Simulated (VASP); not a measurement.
# Rh (P6_3/mmc) in VASP: a series of runs

Rh is run at these levels: PBEsol; tasks: single point.

Everything below comes from runs of VASP 6.6.1. Logs are shortened: lines on timing, memory, paths and dates and some standing lists are left out, and cuts for length are marked.

## 1. The cell of the first run

The structure is hexagonal, space group P6_3/mmc (No. 194). The conventional cell has a = 2.583 Å, b = 2.583 Å, c = 4.692 Å, α = 90.00°, β = 90.00°, γ = 120.00°. Rh (site symmetry -6m2) has 12 Rh at 2.58 to 2.78 Å within 3.4 Å.

This isn't the form of Rh at room conditions, which is fcc.

## 2. Single point, PBEsol (13.55 Å³/atom)

INCAR

```
SYSTEM = Rh
PREC = Accurate
ENCUT = 520
EDIFF = 1E-7
ISMEAR = 0
SIGMA = 0.15
LREAL = .FALSE.
LASPH = .TRUE.
NELM = 60
ALGO = Fast
ISIF = 2
LWAVE = .FALSE.
LCHARG = .TRUE.
GGA = PS
LELF = .TRUE.
LVHAR = .TRUE.
NBANDS = 22
```

KPOINTS

```
Automatic mesh
0
G
  21 21 12
  0 0 0
```

POSCAR

```
Rh
1.0
    2.5828896275      0.0000000000      0.0000000000
   -1.2914448138      2.2368480326      0.0000000000
    0.0000000000      0.0000000000      4.6918190084
Rh
2
Direct
    0.6666666667      0.3333333333      0.7500000000
    0.3333333333      0.6666666667      0.2500000000
```

Potentials or basis: VASP PAW PBE potentials, release 64 (Rh_pv).

Launch:

```console
cat potpaw_PBE.64/Rh_pv/POTCAR > POTCAR
mpirun -np 1 vasp_std > vasp.out
```

OUTCAR:

```text
SYSTEM = Rh
   PREC = Accurate
   ENCUT = 520
   EDIFF = 1E-7
   ISMEAR = 0
   LREAL = .FALSE.
   LASPH = .TRUE.
   NELM = 60
   ISIF = 2
   GGA = PS

 ion  position               nearest neighbor table
   1  0.667  0.333  0.750-   2 2.78   2 2.78   2 2.78   2 2.78   2 2.78   2 2.78
   2  0.333  0.667  0.250-   1 2.78   1 2.78   1 2.78   1 2.78   1 2.78   1 2.78

  LATTYP: Found a hexagonal cell.
 ALAT       =     2.5828896275
 C/A-ratio  =     1.8165000000

  Lattice vectors:

 A1 = (   2.5828896275,   0.0000000000,   0.0000000000)
 A2 = (  -1.2914448138,   2.2368480326,   0.0000000000)
 A3 = (   0.0000000000,   0.0000000000,   4.6918190084)

Analysis of symmetry for initial positions (statically):
=====================================================================
 Subroutine PRICEL returns:
 Original cell was already a primitive cell.

 Routine SETGRP: Setting up the symmetry group for a
 hexagonal supercell.

 Subroutine GETGRP returns: Found 24 space group operations
 (whereof 12 operations were pure point group operations)
 out of a pool of 24 trial point group operations.

The static configuration has the point symmetry D_3d.
 The point group associated with its full space group is D_6h.

Analysis of symmetry for dynamics (positions and initial velocities):
=====================================================================
 Subroutine PRICEL returns:
 Original cell was already a primitive cell.

 Routine SETGRP: Setting up the symmetry group for a
 hexagonal supercell.

 Subroutine GETGRP returns: Found 24 space group operations
 (whereof 12 operations were pure point group operations)
 out of a pool of 24 trial point group operations.

The dynamic configuration has the point symmetry D_3d.
 The point group associated with its full space group is D_6h.

 Subroutine INISYM returns: Found 24 space group operations
 (whereof 12 operations are pure point group operations),
 and found     1 'primitive' translations

----------------------------------------------------------------------------------------

                                     Primitive cell

  volume of cell :      27.1071

  direct lattice vectors                    reciprocal lattice vectors
     2.582889628  0.000000000  0.000000000     0.387163272  0.223528819  0.000000000
    -1.291444814  2.236848033  0.000000000     0.000000000  0.447057639  0.000000000
     0.000000000  0.000000000  4.691819008     0.000000000  0.000000000  0.213136951

  length of vectors
     2.582889628  2.582889628  4.691819008     0.447057639  0.447057639  0.213136951

  position of ions in fractional coordinates (direct lattice)
     0.666666667  0.333333333  0.750000000
     0.333333333  0.666666667  0.250000000

  ion indices of the primitive-cell ions
   primitive index   ion index
                 1           1
                 2           2

----------------------------------------------------------------------------------------

 KPOINTS: Automatic mesh

Automatic generation of k-mesh.
 Grid dimensions read from file:
 generate k-points for:   21   21   12

 Generating k-lattice:

  Cartesian coordinates                     Fractional coordinates (reciprocal lattice)
     0.018436346  0.010644229  0.000000000     0.047619048  0.000000000  0.000000000
     0.000000000  0.021288459  0.000000000     0.000000000  0.047619048  0.000000000
     0.000000000  0.000000000  0.017761413     0.000000000  0.000000000  0.083333333

  Length of vectors
     0.021288459  0.021288459  0.017761413

  Shift w.r.t. Gamma in fractional coordinates (k-lattice)
     0.000000000  0.000000000  0.000000000

 Subroutine IBZKPT returns following result:
 ===========================================

 Found    336 irreducible k-points:

 Following reciprocal coordinates:
            Coordinates               Weight
  0.000000  0.000000  0.000000      1.000000
  0.047619  0.000000  0.000000      6.000000
  0.095238  0.000000  0.000000      6.000000
  0.142857  0.000000  0.000000      6.000000
  0.190476  0.000000  0.000000      6.000000
  0.238095  0.000000  0.000000      6.000000
[... 16 lines left out ...]
  0.142857  0.095238  0.000000     12.000000
  0.190476  0.095238  0.000000     12.000000
 [... further k-points ...]
   k-points           NKPTS =    336   k-points in BZ     NKDIM =    336   number of bands    NBANDS=     22
   number of dos      NEDOS =    301   number of ions     NIONS =      2
   total plane-waves  NPLWV =  14400
   dimension x,y,z NGX =    20 NGY =   20 NGZ =   36
   dimension x,y,z NGXF=    40 NGYF=   40 NGZF=   72
   ions per type =               2
   NGX,Y,Z   is equivalent  to a cutoff of  12.87, 12.87, 12.76 a.u.
   NGXF,Y,Z  is equivalent  to a cutoff of  25.75, 25.75, 25.51 a.u.
 SYSTEM =  Rh
   PREC   = accura    normal or accurate (medium, high low for compatibility)
   ISTART =      0    job   : 0-new  1-cont  2-samecut
   ICHARG =      2    charge: 1-file 2-atom 10-const
   ISPIN  =      1    spin polarized calculation?
   LNONCOLLINEAR =      F non collinear calculations
   LSORBIT =      F    spin-orbit coupling
   LASPH  =      T    aspherical Exc in radial PAW
   ENCUT  =  520.0 eV  38.22 Ry    6.18 a.u.   4.80  4.80  8.72*2*pi/ulx,y,z
   NELM   =     60;   NELMIN=  2; NELMDL= -5     # of ELM steps
   EDIFF  = 0.1E-06   stopping-criterion for ELM
   LREAL  =      F    real-space projection
   EDIFFG = 0.1E-05   stopping-criterion for IOM
   NSW    =      0    number of steps for IOM
   IBRION =     -1    ionic relax: 0-MD 1-quasi-New 2-CG
   NFREE  =      0    steps in history (QN), initial steepest desc. (CG)
   ISIF   =      2    stress and relaxation
   ISYM   =      2    0-nonsym 1-usesym 2-fastsym
   POTIM  = 0.5000    time-step for ionic-motion
   TEBEG  =    0.0;   TEEND  =   0.0 temperature during run
   PSTRESS=    0.0 pullay stress
   NELECT =      30.0000    total number of electrons
   NUPDOWN=      -1.0000    fix difference up-down
   EMIN   =  10.00;   EMAX   =-10.00  energy-range for DOS
   EFERMI =   0.00;   METHOD = LEGACY
   ISMEAR =     0;   SIGMA  =   0.15  broadening in eV -4-tet -1-fermi 0-gaus
   EFERMI_NEDOS =   21; number of points for ismear=-14 and -15
   IALGO  =     68    algorithm
   IMIX   =      4    mixing-type and parameters
     AMIX     =   0.40;   BMIX     =  1.00
     AMIX_MAG =   1.60;   BMIX_MAG =  1.00
  volume/ion in A,a.u.               =      13.55        91.46
  Fermi-wavevector in a.u.,A,eV,Ry     =   1.693379  3.200021 39.015127  2.867531
  Thomas-Fermi vector in A             =   2.774795
   LORBIT       =      0    0 simple, 1 ext, 2 COOP (PROOUT), +10 PAW based schemes
   GGA     = PS    functional components
   LHFCALC =     F    Hartree Fock is set to
   AEXX    =    0.0000 exact exchange contribution
   IVDW    =     0    specifies the selected vdW correction
   LEPSILON=     F    determine dielectric tensor
   LRPA    =     F    only Hartree local field effects (RPA)
 non-spin polarized calculation
 RMM-DIIS sequential band-by-band and
 Gauss-broadening in eV      SIGMA  =   0.15
  energy-cutoff  :      520.00
  volume of cell :       27.11
 maximum number of plane-waves:       744
 NGX is ok and might be reduce to    20
   NGX =  9   NGY =  9   NGZ = 17

 number of electron      30.0000004 magnetization

 Free energy of the ion-electron system (eV)
  ---------------------------------------------------
  ext. energy  EPLUGINS =         0.00000000
  ---------------------------------------------------
  free energy    TOTEN  =       -15.97614047 eV

  energy without entropy =      -15.94245227  energy(sigma->0) =      -15.95929637

 E-fermi :  12.0174     XC(G=0): -14.2953

 val. band max:       12.0122710496   @ k =   0.3333   0.3333   0.2500
 cond. band min:      12.0186941955   @ k =   0.1429   0.0000   0.5000
 fundamental gap:      0.0064231459
 Fermi energy:        12.0174328952

 k-point     1 :       0.0000    0.0000    0.0000
  band No.  band energies     occupation
      1     -34.9049      2.00000
      2     -34.3422      2.00000
      3     -34.3422      2.00000
      4     -34.3315      2.00000
      5     -34.2865      2.00000
      6     -34.2865      2.00000
[... 14 lines left out ...]
     21      28.6414      0.00000
     22      30.6867      0.00000

 k-point     2 :       0.0476    0.0000    0.0000
  band No.  band energies     occupation
      1     -34.8994      2.00000
      2     -34.3613      2.00000
      3     -34.3474      2.00000
      4     -34.3317      2.00000
      5     -34.3058      2.00000
      6     -34.2903      2.00000
[... 14 lines left out ...]
     21      28.7764      0.00000
     22      30.8231      0.00000

 k-point     3 :       0.0952    0.0000    0.0000
  band No.  band energies     occupation
      1     -34.8832      2.00000
      2     -34.4168      2.00000
      3     -34.3623      2.00000
      4     -34.3619      2.00000
      5     -34.3327      2.00000
      6     -34.3014      2.00000
[... 14 lines left out ...]
     21      29.1112      0.00000
     22      31.1577      0.00000

 k-point     4 :       0.1429    0.0000    0.0000
  band No.  band energies     occupation
      1     -34.8572      2.00000
      2     -34.5035      2.00000
      3     -34.4489      2.00000
      4     -34.3854      2.00000
      5     -34.3346      2.00000
      6     -34.3191      2.00000
[... 14 lines left out ...]
     21      29.5817      0.00000
     22      31.4359      0.00000

 k-point     5 :       0.1905    0.0000    0.0000
  band No.  band energies     occupation
      1     -34.8230      2.00000
      2     -34.6135      2.00000
      3     -34.5580      2.00000
      4     -34.4144      2.00000
      5     -34.3418      2.00000
      6     -34.3382      2.00000
[... 417 lines left out ...]
 k-point    22 :       0.0952    0.0952    0.0000
  band No.  band energies     occupation
      1     -34.8422      2.00000
      2     -34.5408      2.00000
      3     -34.5048      2.00000
      4     -34.3934      2.00000
      5     -34.3385      2.00000
      6     -34.3360      2.00000
[... 14 lines left out ...]
     21      29.9627      0.00000
     22      30.8941      0.00000

 k-point    23 :       0.1429    0.0952    0.0000
  band No.  band energies     occupation
      1     -34.8089      2.00000
      2     -34.6374      2.00000
      3     -34.6048      2.00000
      4     -34.4262      2.00000
      5     -34.3674      2.00000
      6     -34.3401      2.00000
[... 14 lines left out ...]
     21      29.9650      0.00000
     22      30.5025      0.00000

 k-point    24 :       0.1905    0.0952    0.0000
  band No.  band energies     occupation
      1     -34.7694      2.00000
      2     -34.7489      2.00000
      3     -34.7115      2.00000
      4     -34.4650      2.00000
      5     -34.3986      2.00000
      6     -34.3465      2.00000
[... 14 lines left out ...]
     21      29.1541      0.00000
     22      29.7534      0.00000

 [... further k-points ...]

------------------------ aborting loop because EDIFF is reached ----------------------------------------

  FORCE on cell =-STRESS in cart. coord.  units (eV):
  Direction    XX          YY          ZZ          XY          YZ          ZX
  --------------------------------------------------------------------------------------
  -------------------------------------------------------------------------------------
  Total        2.8016549      2.8016549     -3.4612716     -0.0000000      0.0000000      0.0000000
  in kB      165.5928717    165.5928717   -204.5797663     -0.0000000      0.0000000      0.0000000
  external PRESSURE =      42.2019923 kB  Pullay stress =       0.0000000 kB

 VOLUME and BASIS-vectors are now :
 -----------------------------------------------------------------------------
  energy-cutoff  :      520.00
  volume of cell :       27.11
      direct lattice vectors                 reciprocal lattice vectors
     2.582889628  0.000000000  0.000000000     0.387163272  0.223528819  0.000000000
    -1.291444814  2.236848033  0.000000000     0.000000000  0.447057639  0.000000000
     0.000000000  0.000000000  4.691819008     0.000000000  0.000000000  0.213136951

 POSITION                                       TOTAL-FORCE (eV/Angst)
 -----------------------------------------------------------------------------------
      1.29144      0.74562      3.51886         0.000000      0.000000      0.000000
     -0.00000      1.49123      1.17295        -0.000000     -0.000000      0.000000
 -----------------------------------------------------------------------------------
    total drift:                               -0.000000      0.000000     -0.000000

  FREE ENERGIE OF THE ION-ELECTRON SYSTEM (eV)
  ---------------------------------------------------
  free  energy   TOTEN  =       -15.9761404688 eV

  energy  without entropy=      -15.9424522658  energy(sigma->0) =      -15.95929637
```

Run time: 8.2 min. Hardware: 1 thread of AMD EPYC, shared host; peak memory 0.23 GiB.

What came out:

- Free energy: -15.9761 eV
- Pressure: 4.2 GPa
- Band gap on the k mesh: zero (bands 15 and 16 overlap by 2.78 eV)

Stress tensor (GPa, compression positive):
```
 16.56   0.00   0.00
  0.00  16.56   0.00
  0.00   0.00 -20.46
```

Caveat: the stress differs along the axes, from -20 to 17 GPa; the PAW data sets were made with another functional, which shifts forces and pressure a little.

(Continued in part 2 of 2.)
